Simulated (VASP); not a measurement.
# Li (Im-3m) in VASP: notebook, part 2 of 2

VASP 6.6.1. Earlier steps stand in the parts before.

## (3) Single point, PBE (8.09 Å³/atom)

INCAR reads:

```
SYSTEM = Li
PREC = Accurate
ENCUT = 750
EDIFF = 1E-6
ISMEAR = -1
SIGMA = 0.1
LREAL = .FALSE.
LASPH = .TRUE.
NELM = 120
ALGO = Normal
ISIF = 2
LWAVE = .FALSE.
LCHARG = .FALSE.
GGA = PE
NBANDS = 8
GGA_COMPAT = .FALSE.
```

KPOINTS reads:

```
regular mesh
0
G
  17 17 17
  0 0 0
```

POSCAR reads:

```
Li
1.0
   -1.2648100268      1.2648100268      1.2648100268
    1.2648100268     -1.2648100268      1.2648100268
    1.2648100268      1.2648100268     -1.2648100268
Li
1
Direct
    0.0000000000      0.0000000000      0.0000000000
```

Potentials or basis: VASP PAW PBE potentials, release 64 (Li_sv).

Started as:

```sh
$ cat potpaw_PBE.64/Li_sv/POTCAR > POTCAR
$ mpirun -np 1 vasp_std > vasp.out
```

OUTCAR:

```text
SYSTEM = Li
   PREC = Accurate
   ENCUT = 750
   EDIFF = 1E-6
   ISMEAR = -1
   LREAL = .FALSE.
   LASPH = .TRUE.
   NELM = 120
   ISIF = 2
   GGA = PE

 ion  position               nearest neighbor table
   1  0.000  0.000  0.000-

  LATTYP: Found a body centered cubic cell.
 ALAT       =     2.5296200536

  Lattice vectors:

 A1 = (  -1.2648100268,   1.2648100268,   1.2648100268)
 A2 = (   1.2648100268,  -1.2648100268,   1.2648100268)
 A3 = (   1.2648100268,   1.2648100268,  -1.2648100268)

Analysis of symmetry for initial positions (statically):
=====================================================================
 Subroutine PRICEL returns:
 Original cell was already a primitive cell.

 Routine SETGRP: Setting up the symmetry group for a
 body centered cubic supercell.

 Subroutine GETGRP returns: Found 48 space group operations
 (whereof 48 operations were pure point group operations)
 out of a pool of 48 trial point group operations.

The static configuration has the point symmetry O_h .

Analysis of symmetry for dynamics (positions and initial velocities):
=====================================================================
 Subroutine PRICEL returns:
 Original cell was already a primitive cell.

 Routine SETGRP: Setting up the symmetry group for a
 body centered cubic supercell.

 Subroutine GETGRP returns: Found 48 space group operations
 (whereof 48 operations were pure point group operations)
 out of a pool of 48 trial point group operations.

The dynamic configuration has the point symmetry O_h .

 Subroutine INISYM returns: Found 48 space group operations
 (whereof 48 operations are pure point group operations),
 and found     1 'primitive' translations

----------------------------------------------------------------------------------------

                                     Primitive cell

  volume of cell :       8.0935

  direct lattice vectors                    reciprocal lattice vectors
    -1.264810027  1.264810027  1.264810027     0.000000000  0.395316284  0.395316284
     1.264810027 -1.264810027  1.264810027     0.395316284  0.000000000  0.395316284
     1.264810027  1.264810027 -1.264810027     0.395316284  0.395316284  0.000000000

  length of vectors
     2.190715228  2.190715228  2.190715228     0.559061651  0.559061651  0.559061651

  position of ions in fractional coordinates (direct lattice)
     0.000000000  0.000000000  0.000000000

  ion indices of the primitive-cell ions
   primitive index   ion index
                 1           1

----------------------------------------------------------------------------------------

 KPOINTS: regular mesh

Automatic generation of k-mesh.
 Grid dimensions read from file:
 generate k-points for:   17   17   17

 Generating k-lattice:

  Cartesian coordinates                     Fractional coordinates (reciprocal lattice)
     0.000000000  0.023253899  0.023253899     0.058823529  0.000000000  0.000000000
     0.023253899  0.000000000  0.023253899     0.000000000  0.058823529  0.000000000
     0.023253899  0.023253899  0.000000000     0.000000000  0.000000000  0.058823529

  Length of vectors
     0.032885979  0.032885979  0.032885979

  Shift w.r.t. Gamma in fractional coordinates (k-lattice)
     0.000000000  0.000000000  0.000000000

 Subroutine IBZKPT returns following result:
 ===========================================

 Found    165 irreducible k-points:

 Following reciprocal coordinates:
            Coordinates               Weight
  0.000000  0.000000  0.000000      1.000000
  0.058824  0.000000  0.000000     12.000000
  0.117647  0.000000  0.000000     12.000000
  0.176471  0.000000  0.000000     12.000000
  0.235294  0.000000  0.000000     12.000000
  0.294118  0.000000  0.000000     12.000000
[... 16 lines left out ...]
  0.411765  0.117647  0.000000     48.000000
  0.176471  0.176471  0.000000     24.000000
 [... further k-points ...]
   k-points           NKPTS =    165   k-points in BZ     NKDIM =    165   number of bands    NBANDS=      8
   number of dos      NEDOS =    301   number of ions     NIONS =      1
   total plane-waves  NPLWV =   8000
   dimension x,y,z NGX =    20 NGY =   20 NGZ =   20
   dimension x,y,z NGXF=    40 NGYF=   40 NGZF=   40
   ions per type =               1
   NGX,Y,Z   is equivalent  to a cutoff of  15.18, 15.18, 15.18 a.u.
   NGXF,Y,Z  is equivalent  to a cutoff of  30.35, 30.35, 30.35 a.u.
 SYSTEM =  Li
   PREC   = accura    normal or accurate (medium, high low for compatibility)
   ISTART =      0    job   : 0-new  1-cont  2-samecut
   ICHARG =      2    charge: 1-file 2-atom 10-const
   ISPIN  =      1    spin polarized calculation?
   LNONCOLLINEAR =      F non collinear calculations
   LSORBIT =      F    spin-orbit coupling
   LASPH  =      T    aspherical Exc in radial PAW
   ENCUT  =  750.0 eV  55.12 Ry    7.42 a.u.   4.89  4.89  4.89*2*pi/ulx,y,z
   NELM   =    120;   NELMIN=  2; NELMDL= -5     # of ELM steps
   EDIFF  = 0.1E-05   stopping-criterion for ELM
   LREAL  =      F    real-space projection
   EDIFFG = 0.1E-04   stopping-criterion for IOM
   NSW    =      0    number of steps for IOM
   IBRION =     -1    ionic relax: 0-MD 1-quasi-New 2-CG
   NFREE  =      0    steps in history (QN), initial steepest desc. (CG)
   ISIF   =      2    stress and relaxation
   ISYM   =      2    0-nonsym 1-usesym 2-fastsym
   POTIM  = 0.5000    time-step for ionic-motion
   TEBEG  =    0.0;   TEEND  =   0.0 temperature during run
   PSTRESS=    0.0 pullay stress
   NELECT =       3.0000    total number of electrons
   NUPDOWN=      -1.0000    fix difference up-down
   EMIN   =  10.00;   EMAX   =-10.00  energy-range for DOS
   EFERMI =   0.00;   METHOD = LEGACY
   ISMEAR =    -1;   SIGMA  =   0.10  broadening in eV -4-tet -1-fermi 0-gaus
   EFERMI_NEDOS =   21; number of points for ismear=-14 and -15
   IALGO  =     38    algorithm
   IMIX   =      4    mixing-type and parameters
     AMIX     =   0.40;   BMIX     =  1.00
     AMIX_MAG =   1.60;   BMIX_MAG =  1.00
  volume/ion in A,a.u.               =       8.09        54.62
  Fermi-wavevector in a.u.,A,eV,Ry     =   1.175989  2.222297 18.816181  1.382950
  Thomas-Fermi vector in A             =   2.312360
   LORBIT       =      0    0 simple, 1 ext, 2 COOP (PROOUT), +10 PAW based schemes
   GGA     = PE    functional components
   LHFCALC =     F    Hartree Fock is set to
   AEXX    =    0.0000 exact exchange contribution
   IVDW    =     0    specifies the selected vdW correction
   LEPSILON=     F    determine dielectric tensor
   LRPA    =     F    only Hartree local field effects (RPA)
 non-spin polarized calculation
  energy-cutoff  :      750.00
  volume of cell :        8.09
 maximum number of plane-waves:       386
   NGX =  9   NGY =  9   NGZ =  9

 number of electron       2.9999997 magnetization

 Free energy of the ion-electron system (eV)
  ---------------------------------------------------
  ext. energy  EPLUGINS =         0.00000000
  ---------------------------------------------------
  free energy    TOTEN  =        -0.78059052 eV

  energy without entropy =       -0.76791891  energy(sigma->0) =       -0.77425472

 E-fermi :   4.5541     XC(G=0):  -9.7008

 val. band max:        4.5428119478   @ k =  -0.2941   0.4706   0.0588
 cond. band min:       4.5677841431   @ k =   0.4118   0.0588   0.0588
 fundamental gap:      0.0249721953
 Fermi energy:         4.5541237426

 k-point     1 :       0.0000    0.0000    0.0000
  band No.  band energies     occupation
      1     -41.2709      2.00000
      2       0.5255      2.00000
      3      31.9800      0.00000
      4      31.9800      0.00000
      5      31.9800      0.00000
      6      39.6273      0.00000
      7      39.6273      0.00000
      8      39.6273      0.00000

 k-point     2 :       0.0588    0.0000    0.0000
  band No.  band energies     occupation
      1     -41.2558      2.00000
      2       0.5866      2.00000
      3      31.1126      0.00000
      4      31.2674      0.00000
      5      31.7135      0.00000
      6      37.4226      0.00000
      7      37.8145      0.00000
      8      39.7169      0.00000
[... 221 lines left out ...]
 k-point    23 :       0.4118    0.1176    0.0000
  band No.  band energies     occupation
      1     -40.8084      2.00000
      2       4.7237      0.31012
      3      12.1546      0.00000
      4      21.6446      0.00000
      5      24.7121      0.00000
      6      33.7541      0.00000
      7      37.9829      0.00000
      8      45.7230      0.00000

 k-point    24 :       0.1765    0.1765    0.0000
  band No.  band energies     occupation
      1     -40.9657      2.00000
      2       2.4072      2.00000
      3      18.7831      0.00000
      4      22.6694      0.00000
      5      26.4267      0.00000
      6      35.0229      0.00000
      7      37.1211      0.00000
      8      41.4703      0.00000

 [... further k-points ...]
[... 5 lines left out ...]
  --------------------------------------------------------------------------------------
  -------------------------------------------------------------------------------------
  Total        2.9709993      2.9709993      2.9709993     -0.0000000     -0.0000000     -0.0000000
  in kB      588.1352861    588.1352861    588.1352861     -0.0000000     -0.0000000     -0.0000000
  external PRESSURE =     588.1352861 kB  Pullay stress =       0.0000000 kB

 VOLUME and BASIS-vectors are now :
 -----------------------------------------------------------------------------
  energy-cutoff  :      750.00
  volume of cell :        8.09
      direct lattice vectors                 reciprocal lattice vectors
    -1.264810027  1.264810027  1.264810027     0.000000000  0.395316284  0.395316284
     1.264810027 -1.264810027  1.264810027     0.395316284  0.000000000  0.395316284
     1.264810027  1.264810027 -1.264810027     0.395316284  0.395316284  0.000000000

 POSITION                                       TOTAL-FORCE (eV/Angst)
 -----------------------------------------------------------------------------------
      0.00000      0.00000      0.00000        -0.000000     -0.000000      0.000000
 -----------------------------------------------------------------------------------
    total drift:                                0.000000     -0.000000      0.000000

  FREE ENERGIE OF THE ION-ELECTRON SYSTEM (eV)
  ---------------------------------------------------
  free  energy   TOTEN  =        -0.7805905235 eV

  energy  without entropy=       -0.7679189073  energy(sigma->0) =       -0.77425472
```

OSZICAR:

```text
N       E                     dE             d eps       ncg     rms          rms(c)
DAV:   1     0.149610252703E+01    0.14961E+01   -0.11362E+03  2776   0.380E+02
DAV:   2    -0.708997485058E+00   -0.22051E+01   -0.20906E+01  3904   0.370E+01
DAV:   3    -0.731645866318E+00   -0.22648E-01   -0.22627E-01  2896   0.293E+00
DAV:   4    -0.732129959237E+00   -0.48409E-03   -0.48409E-03  3952   0.165E-01
DAV:   5    -0.732134546276E+00   -0.45870E-05   -0.45864E-05  3072   0.688E-03    0.154E+00
DAV:   6    -0.760090486859E+00   -0.27956E-01   -0.53775E-03  2728   0.381E-01    0.992E-01
DAV:   7    -0.780580034814E+00   -0.20490E-01   -0.24238E-02  2648   0.862E-01    0.452E-02
DAV:   8    -0.780578528711E+00    0.15061E-05   -0.15519E-04  3856   0.884E-02    0.162E-02
DAV:   9    -0.780589920149E+00   -0.11391E-04   -0.18333E-05  2784   0.357E-02    0.126E-03
DAV:  10    -0.780590523454E+00   -0.60330E-06   -0.23467E-06  3480   0.912E-03
   1 F= -.78059052E+00 E0= -.77425472E+00  d E =-.126716E-01
```

It took 19 s on 1 thread of Intel Xeon 8259CL, shared host; peak memory 0.13 GiB.

Results:

```yaml
Free_energy: -0.7806 eV
Pressure: 58.8 GPa
Band_gap_on_the_k_mesh: zero (an odd number of electrons rules out a gap without spin polarisation)
```

Caveat: the cell stands under pressure.

## (4) Single point, PBE+D3(BJ)

INCAR reads:

```
PREC = Accurate
ENCUT = 750
EDIFF = 1E-6
ISMEAR = -1
SIGMA = 0.1
LREAL = F
LASPH = T
NELM = 120
ALGO = Normal
ISIF = 2
LWAVE = F
LCHARG = T
GGA = PE
IVDW = 12
LELF = T
LVHAR = T
NBANDS = 8
GGA_COMPAT = F
```

KPOINTS reads:

```
Automatic mesh
0
Gamma
  17 17 17
```

POSCAR is that of step 3.

Started as:

```sh
$ cat potpaw_PBE.64/Li_sv/POTCAR > POTCAR
$ mpirun -np 1 vasp_std > vasp.out
```

Run time: 18 s. Hardware: 1 thread of Intel Xeon 8259CL, shared host; peak memory 0.14 GiB.

It converged, with:

| Item | Value |
| --- | --- |
| Free energy | -1.2158 eV |
| Pressure | 50.0 GPa |
| Band gap on the k mesh | zero (an odd number of electrons rules out a gap without spin polarisation) |
| Dispersion energy per atom | -0.435 eV |

Levels at points of the mesh, in eV from the Fermi level:
```tsv
k point	band 1	band 2	band 3	band 4
(0.00, 0.00, 0.00)	-45.83	-4.03	27.43	27.43
```

Caveat: three body term missing; the cell stands under pressure.
